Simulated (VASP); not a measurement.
# Si in VASP: a series of runs, part 2 of 2

VASP 6.6.1.

### Step 3. Relaxation of cell and atoms, PBEsol-based global hybrid with 25 % exact exchange

Input file POSCAR:

```
Si
1.0
    2.6622503000     -0.0362423300     -0.0068309500
   -1.3625119300      2.2317606800      0.0418965100
   -0.0064290300      0.0418196400      2.4877607300
Si
1
Direct
    0.0000000000      0.0000000000      0.0000000000
```

Input file INCAR.step1:

```
SYSTEM = Si
PREC = Accurate ; ENCUT = 600
EDIFF = 1E-5 ; ISMEAR = -1
SIGMA = 0.05 ; LREAL = .False.
LASPH = .True. ; NELM = 60
ALGO = Normal ; LWAVE = .True.
LCHARG = .False. ; GGA = PE
NBANDS = 8
```

Input file INCAR.step2:

```
SYSTEM = Si
PREC = Accurate ; ENCUT = 600
EDIFF = 1E-6 ; ISMEAR = -1
SIGMA = 0.05 ; LREAL = .False.
LASPH = .True. ; NELM = 60
ALGO = Normal ; ISIF = 3
LWAVE = .False. ; LCHARG = .False.
GGA = PS ; LHFCALC = .True.
AEXX = 0.25 ; PRECFOCK = Normal
IBRION = 2 ; NSW = 60
EDIFFG = -0.01 ; ISTART = 1
```

Input file KPOINTS:

```
regular mesh
0
Gamma
  6 6 6
  0 0 0
```

Potentials or basis: VASP PAW PBE potentials, release 64 (Si).

Run with:

```
$ cat potpaw_PBE.64/Si/POTCAR > POTCAR
$ cp INCAR.step1 INCAR
$ mpirun -np 1 vasp_std > vasp.out
$ cp INCAR.step2 INCAR
$ mpirun -np 1 vasp_std > vasp.out
```

It took 69 min on 1 thread of Intel Xeon 8259CL, shared host; peak memory 0.12 GiB.

It converged, with:

```yaml
Free_energy: -6.6815 eV
Relaxed_volume: 14.70 Å³/atom
Relaxed_cell: a = 2.766 Å, b = 2.601 Å, c = 2.463 Å, α = 89.19°, β = 90.81°, γ = 123.95°
Space_group_after_relaxing_to_0.1_Å: Cmmm (No. 65)
Energy_gained_by_relaxing: 40.4 meV/atom
Ionic_steps: 9
Pressure_after_relaxing: 0.0 GPa
Band_gap_on_the_k_mesh: zero (bands 2 and 3 overlap by 13.72 eV)
```

The path:
```csv
step,energy change (eV),largest force (eV/Å),pressure (GPa),volume (Å³)
1,0.0000,0.0000,-0.78,14.65
2,-0.0276,0.0000,3.00,14.47
3,-0.0374,0.0000,1.53,14.53
4,-0.0370,0.0000,-0.51,14.79
5,-0.0402,0.0000,0.45,14.66
6,-0.0404,0.0000,-0.26,14.73
7,-0.0404,0.0000,-0.02,14.70
8,-0.0404,0.0000,0.00,14.70
9,-0.0404,0.0000,0.01,14.70
```

Final structure:
```yaml
crystal:
  lattice:
    - [2.76560, -0.04083, -0.01833]
    - [-1.42078, 2.17905, 0.01849]
    - [-0.01818, 0.00872, 2.46336]
  atoms:
    - { symbol: Si, position: [0.00000, 0.00000, 0.00000] }
```

Levels at points of the mesh, in eV from the Fermi level:
```csv
k point,band 1,band 2,band 3,band 4,band 5,band 6
"(0.00, 0.00, 0.00)",-16.80,8.33,8.95,10.10,11.55,12.08
"(0.50, 0.00, 0.00)",-9.75,-8.69,6.47,7.65,14.00,16.33
"(0.00, 0.50, 0.00)",-8.40,-8.18,3.42,5.58,14.95,16.65
"(0.50, 0.50, 0.00)",-10.41,-8.86,7.73,8.37,13.49,16.23
"(0.00, 0.00, 0.50)",-11.27,-9.12,13.98,14.52,15.98,16.79
"(0.50, 0.00, 0.50)",-4.27,-3.50,-2.95,1.63,10.49,13.76
"(0.00, 0.50, 0.50)",-3.82,-2.53,-1.27,2.15,7.63,11.42
"(0.50, 0.50, 0.50)",-4.46,-3.91,-3.82,1.44,11.71,14.91
```

Caveat: the k points lie up to 0.46 Å⁻¹ apart in the final cell, too coarse for converged energies and pressures of a metal; the PAW data sets were made with another functional, which shifts forces and pressure a little.

### Step 4. Single point, LDA

Input file INCAR:

```
SYSTEM = Si
  ALGO = Normal
  EDIFF = 1E-7
  ENCUT = 520
  ISIF = 2
  ISMEAR = -1
  LASPH = .True.
  LCHARG = .True.
  LELF = .True.
  LREAL = .False.
  LVHAR = .True.
  LWAVE = .False.
  NBANDS = 8
  NELM = 60
  PREC = Accurate
  SIGMA = 0.05
```

Input file KPOINTS:

```
k-points
0
Gamma
  12 12 11
  0 0 0
```

POSCAR is that of step 3.

Potentials or basis: VASP PAW LDA potentials, release 64 (Si).

Run with:

```
$ cat potpaw_LDA.64/Si/POTCAR > POTCAR
$ mpirun -np 1 vasp_std > vasp.out
```

It took 30 s on 1 thread of Intel Xeon 6975P-C (Granite Rapids), shared host; peak memory 0.18 GiB.

Results (log left out):

| Item | Value |
| --- | --- |
| Free energy | -5.7371 eV |
| Pressure | -0.6 GPa |
| Band gap on the k mesh | zero (bands 2 and 3 overlap by 11.75 eV) |

Stress tensor (GPa, compression positive):
```
 0.03  2.50 -0.01
 2.50  0.28 -2.50
-0.01 -2.50 -2.16
```

Levels at points of the mesh, in eV from the Fermi level:
| k point | band 1 | band 2 | band 3 | band 4 | band 5 |
| --- | --- | --- | --- | --- | --- |
| (0.00, 0.00, 0.00) | -14.10 | 7.41 | 7.55 | 9.88 | 11.03 |
| (0.50, 0.00, 0.00) | -7.47 | -6.75 | 5.24 | 6.64 | 12.45 |
| (0.00, 0.50, 0.00) | -7.10 | -6.62 | 4.46 | 6.13 | 12.62 |
| (0.50, 0.50, 0.00) | -7.95 | -6.90 | 6.23 | 7.22 | 12.04 |

### Step 5. Single point, PBE

This run uses another cell than the first one, of 15.10 Å³/atom.

Input file INCAR:

```
SYSTEM = Si
PREC = Accurate
ENCUT = 520
EDIFF = 1E-6
ISMEAR = -1
SIGMA = 0.05
LREAL = .False.
LASPH = .True.
NELM = 80
ALGO = Normal
ISIF = 2
LWAVE = .False.
LCHARG = .False.
GGA = PE
NBANDS = 8
```

Input file KPOINTS:

```
regular mesh
0
Gamma
  12 12 11
  0 0 0
```

Input file POSCAR:

```
Si
1.0
    2.7107386077      0.0008332514      0.0000550881
   -1.3562704244      2.2298793901      0.0006437217
   -0.0000816450     -0.0005167352      2.4970019977
Si
1
Direct
    0.0000000000      0.0000000000      0.0000000000
```

Potentials or basis: VASP PAW PBE potentials, release 64 (Si).

Run with:

```
$ cat potpaw_PBE.64/Si/POTCAR > POTCAR
$ mpirun -np 1 vasp_std > vasp.out
```

Wall time 24 s (1 thread of Intel Xeon 6975P-C (Granite Rapids), shared host); peak memory 0.18 GiB.

It converged, with:

```yaml
Free_energy: -5.1241 eV
Pressure: 0.0 GPa
Band_gap_on_the_k_mesh: zero (bands 2 and 3 overlap by 11.76 eV)
```

Levels at points of the mesh, in eV from the Fermi level:
```csv
k point,band 1,band 2,band 3,band 4,band 5,band 6,band 7
"(0.00, 0.00, 0.00)",-13.83,7.49,7.74,9.69,10.60,11.43,13.13
"(0.50, 0.00, 0.00)",-7.71,-6.65,5.68,6.92,12.29,14.90,16.54
"(0.00, 0.50, 0.00)",-6.97,-6.40,4.12,5.92,12.85,15.04,16.97
"(0.50, 0.50, 0.00)",-7.71,-6.65,5.69,6.92,12.29,14.90,16.54
```

### Step 6. Relaxation of cell and atoms, PBE

Input file INCAR:

```
SYSTEM = Si
  PREC = Accurate
  ENCUT = 600
  EDIFF = 1E-7
  ISMEAR = -1
  SIGMA = 0.05
  LREAL = .False.
  LASPH = .True.
  NELM = 100
  ALGO = Normal
  ISIF = 3
  LWAVE = .False.
  LCHARG = .False.
  GGA = PE
  IBRION = 2
  NSW = 60
  EDIFFG = -0.01
```

KPOINTS is that of step 5.

Input file POSCAR:

```
Si
1.0
    2.6622503000     -0.0362423300     -0.0068309500
   -1.3625119300      2.2317606800      0.0418965100
   -0.0064290300      0.0418196400      2.4877607300
Si
1
Direct
    0.0000000000      0.0000000000      0.0000000000
```

Potentials or basis: VASP PAW PBE potentials, release 64 (Si).

Run with:

```
$ cat potpaw_PBE.64/Si/POTCAR > POTCAR
$ mpirun -np 1 vasp_std > vasp.out
```

Run time: 77 s. Hardware: 1 thread of Intel Xeon 6975P-C (Granite Rapids), shared host; peak memory 0.2 GiB.

The run converged. Its results:

* Free energy: -5.1241 eV
* Relaxed volume: 15.09 Å³/atom
* Relaxed cell: a = 2.708 Å, b = 2.610 Å, c = 2.497 Å, α = 90.02°, β = 89.99°, γ = 121.26°
* Space group after relaxing (to 0.1 Å): Cmmm (No. 65)
* Energy gained by relaxing: 12.3 meV/atom
* Ionic steps: 8
* Pressure after relaxing: 0.0 GPa
* Band gap on the k mesh: zero (bands 2 and 3 overlap by 11.77 eV)

Stress tensor (GPa, compression positive):
```
 0.10  0.01 -0.02
 0.01 -0.01  0.01
-0.02  0.01 -0.06
```

Step by step:
| step | energy change (eV) | largest force (eV/Å) | pressure (GPa) | volume (Å³) |
| --- | --- | --- | --- | --- |
| 1 | 0.0000 | 0.0000 | 3.37 | 14.65 |
| 2 | -0.0099 | 0.0000 | -1.70 | 15.31 |
| 3 | -0.0103 | 0.0000 | -0.89 | 15.19 |
| 4 | -0.0121 | 0.0000 | -0.09 | 15.09 |
| 5 | -0.0121 | 0.0000 | 0.06 | 15.07 |
| 6 | -0.0122 | 0.0000 | 0.05 | 15.07 |
| 7 | -0.0122 | 0.0000 | 0.05 | 15.07 |
| 8 | -0.0123 | 0.0000 | 0.01 | 15.09 |

Final structure:
```
Si
1.0
     2.70825    0.00063    0.00026
    -1.35487    2.23052    0.00008
     0.00020   -0.00073    2.49718
Si
1
Direct
  0.00000 0.00000 0.00000
```

Levels at points of the mesh, in eV from the Fermi level:
| k point | band 1 | band 2 | band 3 | band 4 | band 5 | band 6 |
| --- | --- | --- | --- | --- | --- | --- |
| (0.00, 0.00, 0.00) | -13.84 | 7.49 | 7.73 | 9.71 | 10.61 | 11.46 |
| (0.50, 0.00, 0.00) | -7.70 | -6.66 | 5.68 | 6.92 | 12.29 | 14.89 |
| (0.00, 0.50, 0.00) | -6.98 | -6.41 | 4.15 | 5.94 | 12.84 | 15.03 |
| (0.50, 0.50, 0.00) | -7.70 | -6.66 | 5.68 | 6.92 | 12.29 | 14.89 |

### Step 7. The runs side by side

```csv
task,level,potentials or basis,cell,k mesh,cutoff (eV),grid for exact exchange (PRECFOCK),share of exact exchange,screening parameter,gap on the mesh (eV),pressure (GPa),relaxed volume (Å³/atom)
relaxation of cell and atoms,HSE06,"VASP PAW PBE potentials, release 64 (Si)","relaxed from a = 2.663, b = 2.615, c = 2.488 Å, angles 88.2, 90.3, 122.2°, 1 atom",6 × 6 × 6,600,Normal,0.25,0.2079 1/Å,none,0.0,15.01
relaxation of cell and atoms,PBEsol-based global hybrid with 25 % exact exchange,"VASP PAW PBE potentials, release 64 (Si)","relaxed from a = 2.663, b = 2.615, c = 2.488 Å, angles 88.2, 90.3, 122.2°, 1 atom",6 × 6 × 6,600,Normal,0.25,-,none,0.0,14.70
single point,LDA,"VASP PAW LDA potentials, release 64 (Si)","a = 2.663, b = 2.615, c = 2.488 Å, angles 88.2, 90.3, 122.2°, 1 atom",12 × 12 × 11,520,-,-,-,none,-0.6,-
single point,PBE,"VASP PAW PBE potentials, release 64 (Si)","a = 2.711, b = 2.610, c = 2.497 Å, angles 90.0, 90.0, 121.3°, 1 atom",12 × 12 × 11,520,-,-,-,none,0.0,-
relaxation of cell and atoms,PBE,"VASP PAW PBE potentials, release 64 (Si)","relaxed from a = 2.663, b = 2.615, c = 2.488 Å, angles 88.2, 90.3, 122.2°, 1 atom",12 × 12 × 11,600,-,-,-,none,0.0,15.09
```

Alike in all rows: no spin polarisation; smearing fermi-dirac 0.05 eV.

Caveats: some runs use coarse meshes; the PAW data sets were made with another functional, which shifts forces and pressure a little (at least some runs).

Total energies depend on the potentials used, so only differences within one code and one set of settings carry meaning.
